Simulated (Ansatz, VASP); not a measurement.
One calculation of BaTiO3, two programs

```
Ba Ti O
1.0
     3.99980    0.00000    0.00000
     0.00000    3.99980    0.00000
     0.00000    0.00000    4.01800
Ba Ti O
1 1 3
Cartesian
  0.0000 0.0000 0.0000
  1.9999 1.9999 1.9688
  1.9999 1.9999 0.0763
  1.9999 0.0000 2.0773
  0.0000 1.9999 2.0773
```

Alike in both runs: task single point; functional PBE; k mesh 6 × 6 × 6; no spin polarisation; Hubbard terms Ti d U = 6.0 eV.

|  | VASP | Ansatz |
| --- | --- | --- |
| version | VASP 6.6.1 | Ansatz 0.2.0 |
| potentials or method | VASP PAW PBE potentials, release 64 (Ba_sv, Ti_sv, O) | plane waves, PAW |
| plane-wave cutoff (eV) | 520 | 420 |
| occupations | gaussian, width 0.01 eV | fixed |
| valence electrons in the cell | 40 | 40 |

VASP gave:

```
gap on the k mesh at the Fermi level (eV) : 2.52
```

Question: What did Ansatz give for the same quantities?

Answer: gap on the k mesh at the Fermi level (eV): 2.60.

The programs project onto different local orbitals, so the same U acts differently, and such runs can settle in different states.

Spin-orbit coupling is off throughout.
